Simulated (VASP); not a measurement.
# HfO2 (Fm-3m) in VASP: notebook

HfO2 is run at these levels: HSE06, PBE0; tasks: single point.

All numbers are computed with VASP 6.6.1; they aren't measurements. Logs are shortened: lines on timing, memory, paths and dates and some standing lists are left out, and cuts for length are marked.

### 1 The cell of the first run

The structure is cubic, space group Fm-3m (No. 225). The conventional cell has a = 5.058 Å, b = 5.058 Å, c = 5.058 Å, α = 90.00°, β = 90.00°, γ = 90.00°. Within 2.9 Å of Hf (site symmetry m-3m) lie 8 O at 2.19 Å. O (site symmetry -43m) has 4 Hf at 2.19 Å and 6 O at 2.53 Å within 2.9 Å.

### 2 Single point, HSE06

The input, POSCAR:

```
HfO2
1.0
    0.0000000000      2.5291822585      2.5291822585
    2.5291822585      0.0000000000      2.5291822585
    2.5291822585      2.5291822585      0.0000000000
Hf O
1 2
Direct
    0.0000000000      0.0000000000      0.0000000000
    0.7500000000      0.7500000000      0.7500000000
    0.2500000000      0.2500000000      0.2500000000
```

The input, INCAR.step1:

```
  PREC = Accurate
  ENCUT = 520
  EDIFF = 1E-5
  ISMEAR = 0
  SIGMA = 0.01
  LREAL = F
  LASPH = T
  NELM = 60
  ALGO = Normal
  ISIF = 2
  LWAVE = T
  LCHARG = F
  NBANDS = 18
  GGA = PE
```

The input, INCAR.step2:

```
  PREC = Accurate
  ENCUT = 520
  EDIFF = 1E-6
  ISMEAR = 0
  SIGMA = 0.01
  LREAL = F
  LASPH = T
  NELM = 60
  ALGO = Normal
  ISIF = 2
  LWAVE = F
  LCHARG = F
  GGA = PE
  LHFCALC = T
  HFSCREEN = 0.2079
  PRECFOCK = Normal
  NBANDS = 18
  ISTART = 1
```

The input, KPOINTS:

```
Automatic mesh
0
Gamma
  6 6 6
```

Potentials or basis: VASP PAW PBE potentials, release 64 (Hf_pv, O).

Command:

```
> cat potpaw_PBE.64/Hf_pv/POTCAR potpaw_PBE.64/O/POTCAR > POTCAR
> cp INCAR.step1 INCAR
> mpirun -np 1 vasp_std > vasp.out
> cp INCAR.step2 INCAR
> mpirun -np 1 vasp_std > vasp.out
```

OUTCAR:

```text
PREC = Accurate
   ENCUT = 520
   EDIFF = 1E-6
   ISMEAR = 0
   LREAL = F
   LASPH = T
   NELM = 60
   ISIF = 2
   GGA = PE
   LHFCALC = T
   HFSCREEN = 0.2079
   PRECFOCK = Normal
   ISTART = 1

 ion  position               nearest neighbor table
   1  0.000  0.000  0.000-   2 2.19   2 2.19   2 2.19   3 2.19   3 2.19   3 2.19   3 2.19   2 2.19

   2  0.750  0.750  0.750-   1 2.19   1 2.19   1 2.19   1 2.19
   3  0.250  0.250  0.250-   1 2.19   1 2.19   1 2.19   1 2.19

  LATTYP: Found a face centered cubic cell.
 ALAT       =     5.0583645170

  Lattice vectors:

 A1 = (   0.0000000000,   2.5291822585,   2.5291822585)
 A2 = (   2.5291822585,   0.0000000000,   2.5291822585)
 A3 = (   2.5291822585,   2.5291822585,   0.0000000000)

Analysis of symmetry for initial positions (statically):
=====================================================================
 Subroutine PRICEL returns:
 Original cell was already a primitive cell.

 Routine SETGRP: Setting up the symmetry group for a
 face centered cubic supercell.

 Subroutine GETGRP returns: Found 48 space group operations
 (whereof 48 operations were pure point group operations)
 out of a pool of 48 trial point group operations.

The static configuration has the point symmetry O_h .

Analysis of symmetry for dynamics (positions and initial velocities):
=====================================================================
 Subroutine PRICEL returns:
 Original cell was already a primitive cell.

 Routine SETGRP: Setting up the symmetry group for a
 face centered cubic supercell.

 Subroutine GETGRP returns: Found 48 space group operations
 (whereof 48 operations were pure point group operations)
 out of a pool of 48 trial point group operations.

The dynamic configuration has the point symmetry O_h .

 Subroutine INISYM returns: Found 48 space group operations
 (whereof 48 operations are pure point group operations),
 and found     1 'primitive' translations

----------------------------------------------------------------------------------------

                                     Primitive cell

  volume of cell :      32.3572

  direct lattice vectors                    reciprocal lattice vectors
     0.000000000  2.529182259  2.529182259    -0.197692356  0.197692356  0.197692356
     2.529182259  0.000000000  2.529182259     0.197692356 -0.197692356  0.197692356
     2.529182259  2.529182259  0.000000000     0.197692356  0.197692356 -0.197692356

  length of vectors
     3.576803852  3.576803852  3.576803852     0.342413205  0.342413205  0.342413205

  position of ions in fractional coordinates (direct lattice)
     0.000000000  0.000000000  0.000000000
     0.750000000  0.750000000  0.750000000
     0.250000000  0.250000000  0.250000000

  ion indices of the primitive-cell ions
   primitive index   ion index
                 1           1
                 2           2
                 3           3

----------------------------------------------------------------------------------------

 KPOINTS: Automatic mesh

Automatic generation of k-mesh.
 Grid dimensions read from file:
 generate k-points for:    6    6    6

 Generating k-lattice:

  Cartesian coordinates                     Fractional coordinates (reciprocal lattice)
    -0.032948726  0.032948726  0.032948726     0.166666667  0.000000000  0.000000000
     0.032948726 -0.032948726  0.032948726     0.000000000  0.166666667  0.000000000
     0.032948726  0.032948726 -0.032948726     0.000000000  0.000000000  0.166666667

  Length of vectors
     0.057068868  0.057068868  0.057068868

  Shift w.r.t. Gamma in fractional coordinates (k-lattice)
     0.000000000  0.000000000  0.000000000

 Subroutine IBZKPT returns following result:
 ===========================================

 Found     16 irreducible k-points:

 Following reciprocal coordinates:
            Coordinates               Weight
  0.000000  0.000000  0.000000      1.000000
  0.166667  0.000000  0.000000      8.000000
  0.333333  0.000000  0.000000      8.000000
  0.500000  0.000000  0.000000      4.000000
  0.166667  0.166667  0.000000      6.000000
  0.333333  0.166667  0.000000     24.000000
[... 8 lines left out ...]
 -0.333333  0.333333  0.166667     24.000000
 -0.333333  0.500000  0.166667     12.000000
   k-points           NKPTS =     16   k-points in BZ     NKDIM =    216   number of bands    NBANDS=     18
   number of dos      NEDOS =    301   number of ions     NIONS =      3
   total plane-waves  NPLWV =  21952
   dimension x,y,z NGX =    28 NGY =   28 NGZ =   28
   dimension x,y,z NGXF=    56 NGYF=   56 NGZF=   56
   ions per type =               1   2
   NGX,Y,Z   is equivalent  to a cutoff of  13.01, 13.01, 13.01 a.u.
   NGXF,Y,Z  is equivalent  to a cutoff of  26.03, 26.03, 26.03 a.u.
 SYSTEM =  unknown system
   PREC   = accura    normal or accurate (medium, high low for compatibility)
   ISTART =      1    job   : 0-new  1-cont  2-samecut
   ICHARG =      0    charge: 1-file 2-atom 10-const
   ISPIN  =      1    spin polarized calculation?
   LNONCOLLINEAR =      F non collinear calculations
   LSORBIT =      F    spin-orbit coupling
   LASPH  =      T    aspherical Exc in radial PAW
   ENCUT  =  520.0 eV  38.22 Ry    6.18 a.u.   6.65  6.65  6.65*2*pi/ulx,y,z
   NELM   =     60;   NELMIN=  2; NELMDL=  0     # of ELM steps
   EDIFF  = 0.1E-05   stopping-criterion for ELM
   LREAL  =      F    real-space projection
   EDIFFG = 0.1E-04   stopping-criterion for IOM
   NSW    =      0    number of steps for IOM
   IBRION =     -1    ionic relax: 0-MD 1-quasi-New 2-CG
   NFREE  =      0    steps in history (QN), initial steepest desc. (CG)
   ISIF   =      2    stress and relaxation
   ISYM   =      3    0-nonsym 1-usesym 2-fastsym
   POTIM  = 0.5000    time-step for ionic-motion
   TEBEG  =    0.0;   TEEND  =   0.0 temperature during run
   PSTRESS=    0.0 pullay stress
   NELECT =      22.0000    total number of electrons
   NUPDOWN=      -1.0000    fix difference up-down
   EMIN   =  10.00;   EMAX   =-10.00  energy-range for DOS
   EFERMI =   0.00;   METHOD = LEGACY
   ISMEAR =     0;   SIGMA  =   0.01  broadening in eV -4-tet -1-fermi 0-gaus
   EFERMI_NEDOS =   21; number of points for ismear=-14 and -15
   IALGO  =     38    algorithm
   IMIX   =      1    mixing-type and parameters
     AMIX     =   0.40;   BMIX     =  1.00
     AMIX_MAG =   1.60;   BMIX_MAG =  1.00
  volume/ion in A,a.u.               =      10.79        72.79
  Fermi-wavevector in a.u.,A,eV,Ry     =   1.439546  2.720348 28.195260  2.072293
  Thomas-Fermi vector in A             =   2.558390
   LORBIT       =      0    0 simple, 1 ext, 2 COOP (PROOUT), +10 PAW based schemes
   GGA     = PE    functional components
   LHFCALC =     T    Hartree Fock is set to
   PRECFOCK=normal    Normal, Fast or Accurate (Low or Medium for compatibility)
   ENCUT4O =  -1.0   cutoff for four orbital integrals eV
   NKREDX  =     1    reduce k-point grid by
   NKREDY  =     1    reduce k-point grid by
   NKREDZ  =     1    reduce k-point grid by
   AEXX    =    0.2500 exact exchange contribution
   HFSCREEN=    0.2079 screening length (either q_TF or 0.3 A-1)
   HFSCREENC=   0.2079 screening length for correlation (either q_TF or 0.3 A-1)
   ENCUTFOCK=  -1.0 apply spherical cutoff to Coloumb kernel
   IVDW    =     0    specifies the selected vdW correction
   LEPSILON=     F    determine dielectric tensor
   LRPA    =     F    only Hartree local field effects (RPA)
 non-spin polarized calculation
 Gauss-broadening in eV      SIGMA  =   0.01
  energy-cutoff  :      520.00
  volume of cell :       32.36
 maximum number of plane-waves:       893
 NGX is ok and might be reduce to    28
  NGX = 20; NGY = 20; NGZ = 20

 number of electron      21.9999992 magnetization

 Free energy of the ion-electron system (eV)
  ---------------------------------------------------
  ext. energy  EPLUGINS =         0.00000000
  ---------------------------------------------------
  free energy    TOTEN  =       -36.26097325 eV

  energy without entropy =      -36.26097325  energy(sigma->0) =      -36.26097325

 E-fermi :   3.3645     XC(G=0):  -9.7260

 val. band max:        3.2929600086   @ k =   0.5000   0.5000   0.0000
 cond. band min:       8.6571200557   @ k =   0.5000   0.5000   0.0000
 fundamental gap:      5.3641600472
 Fermi energy:         3.3644562500

 k-point     1 :       0.0000    0.0000    0.0000
  band No.  band energies     occupation
      1     -27.8776      2.00000
      2     -27.8776      2.00000
      3     -27.8776      2.00000
      4     -17.2034      2.00000
      5     -13.9661      2.00000
      6      -2.5350      2.00000
[... 10 lines left out ...]
     17      15.7560      0.00000
     18      18.9271      0.00000

 k-point     2 :       0.1667    0.0000    0.0000
  band No.  band energies     occupation
      1     -28.0205      2.00000
      2     -27.8934      2.00000
      3     -27.8934      2.00000
      4     -16.8093      2.00000
      5     -14.2663      2.00000
      6      -2.2516      2.00000
[... 10 lines left out ...]
     17      15.2593      0.00000
     18      18.5954      0.00000

 k-point     3 :       0.3333    0.0000    0.0000
  band No.  band energies     occupation
      1     -28.2870      2.00000
      2     -27.9249      2.00000
      3     -27.9249      2.00000
      4     -16.1021      2.00000
      5     -14.6633      2.00000
      6      -1.6641      2.00000
[... 10 lines left out ...]
     17      14.7525      0.00000
     18      17.4801      0.00000

 k-point     4 :       0.5000    0.0000    0.0000
  band No.  band energies     occupation
      1     -28.4119      2.00000
      2     -27.9406      2.00000
      3     -27.9406      2.00000
      4     -15.8965      2.00000
      5     -14.6545      2.00000
      6      -1.3747      2.00000
[... 10 lines left out ...]
     17      14.6221      0.00000
     18      18.0249      0.00000

 k-point     5 :       0.1667    0.1667    0.0000
  band No.  band energies     occupation
      1     -28.0316      2.00000
      2     -27.9166      2.00000
      3     -27.9166      2.00000
      4     -16.6628      2.00000
      5     -14.3724      2.00000
      6      -2.2073      2.00000
[... 10 lines left out ...]
     17      15.1034      0.00000
     18      18.4992      0.00000

 k-point     6 :       0.3333    0.1667    0.0000
  band No.  band energies     occupation
      1     -28.2250      2.00000
      2     -27.9643      2.00000
      3     -27.9517      2.00000
      4     -15.9968      2.00000
      5     -14.7654      2.00000
      6      -1.7656      2.00000
[... 10 lines left out ...]
     17      15.0006      0.00000
     18      18.3898      0.00000

 k-point     7 :       0.5000    0.1667    0.0000
  band No.  band energies     occupation
      1     -28.3610      2.00000
      2     -28.0287      2.00000
      3     -27.9636      2.00000
      4     -15.6449      2.00000
      5     -14.8126      2.00000
      6      -1.8346      2.00000
[... 10 lines left out ...]
     17      15.5780      0.00000
     18      18.3115      0.00000

 k-point     8 :      -0.3333    0.1667    0.0000
  band No.  band energies     occupation
      1     -28.3176      2.00000
      2     -28.0435      2.00000
      3     -27.9406      2.00000
      4     -15.7070      2.00000
      5     -14.8324      2.00000
      6      -1.9487      2.00000
[... 10 lines left out ...]
     17      15.7263      0.00000
     18      18.1149      0.00000
[... 61 lines left out ...]
     17      16.9393      0.00000
     18      18.9252      0.00000

 k-point    12 :      -0.3333    0.3333    0.0000
  band No.  band energies     occupation
      1     -28.2586      2.00000
      2     -28.2231      2.00000
      3     -27.9828      2.00000
      4     -15.2917      2.00000
      5     -14.9712      2.00000
      6      -2.5587      2.00000
[... 10 lines left out ...]
     17      17.1443      0.00000
     18      18.9393      0.00000

 k-point    13 :       0.5000    0.5000    0.0000
  band No.  band energies     occupation
      1     -28.4419      2.00000
      2     -28.0317      2.00000
      3     -28.0317      2.00000
      4     -15.3540      2.00000
      5     -14.8195      2.00000
      6      -3.6984      2.00000
[... 10 lines left out ...]
     17      18.4120      0.00000
     18      18.9278      0.00000

 k-point    14 :       0.5000    0.3333    0.1667
  band No.  band energies     occupation
      1     -28.2965      2.00000
      2     -28.0839      2.00000
      3     -27.9767      2.00000
      4     -15.4269      2.00000
      5     -15.0259      2.00000
      6      -2.0715      2.00000
[... 10 lines left out ...]
     17      16.1413      0.00000
     18      18.9655      0.00000

 k-point    15 :      -0.3333    0.3333    0.1667
  band No.  band energies     occupation
      1     -28.2962      2.00000
      2     -28.1692      2.00000
      3     -27.9991      2.00000
      4     -15.2877      2.00000
      5     -14.9757      2.00000
      6      -2.0574      2.00000
[... 10 lines left out ...]
     17      16.9509      0.00000
     18      18.9949      0.00000

 k-point    16 :      -0.3333    0.5000    0.1667
  band No.  band energies     occupation
      1     -28.3433      2.00000
      2     -28.1384      2.00000
      3     -28.0333      2.00000
      4     -15.2146      2.00000
      5     -14.9478      2.00000
      6      -3.0504      2.00000
[... 10 lines left out ...]
     17      18.2363      0.00000
     18      18.9252      0.00000

------------------------ aborting loop because EDIFF is reached ----------------------------------------

  FORCE on cell =-STRESS in cart. coord.  units (eV):
  Direction    XX          YY          ZZ          XY          YZ          ZX
  --------------------------------------------------------------------------------------
  -------------------------------------------------------------------------------------
  Total       -1.0661474     -1.0661474     -1.0661474      0.0000000      0.0000000      0.0000000
  in kB      -52.7907048    -52.7907048    -52.7907048      0.0000000      0.0000000      0.0000000
  external PRESSURE =     -52.7907048 kB  Pullay stress =       0.0000000 kB

 VOLUME and BASIS-vectors are now :
 -----------------------------------------------------------------------------
  energy-cutoff  :      520.00
  volume of cell :       32.36
      direct lattice vectors                 reciprocal lattice vectors
     0.000000000  2.529182259  2.529182259    -0.197692356  0.197692356  0.197692356
     2.529182259  0.000000000  2.529182259     0.197692356 -0.197692356  0.197692356
     2.529182259  2.529182259  0.000000000     0.197692356  0.197692356 -0.197692356

 POSITION                                       TOTAL-FORCE (eV/Angst)
 -----------------------------------------------------------------------------------
      0.00000      0.00000      0.00000        -0.000000     -0.000000      0.000000
      3.79377      3.79377      3.79377         0.000000     -0.000000      0.000000
      1.26459      1.26459      1.26459         0.000000      0.000000     -0.000000
 -----------------------------------------------------------------------------------
    total drift:                               -0.000000     -0.000000     -0.000000

  FREE ENERGIE OF THE ION-ELECTRON SYSTEM (eV)
  ---------------------------------------------------
  free  energy   TOTEN  =       -36.2609732483 eV

  energy  without entropy=      -36.2609732483  energy(sigma->0) =      -36.26097325
```

Wall time 24 min (1 thread of Intel Xeon 6975P-C (Granite Rapids), shared host); peak memory 0.27 GiB.

What came out:

```yaml
Free_energy: -36.2610 eV
Pressure: -5.3 GPa
Band_gap_on_the_k_mesh: 5.36 eV
```

Caveat: the cell stands under tension; the PAW data sets were made with another functional, which shifts forces and pressure a little; spin-orbit coupling is left out, which moves the levels of the heavy elements.

(Continued in part 2 of 2.)
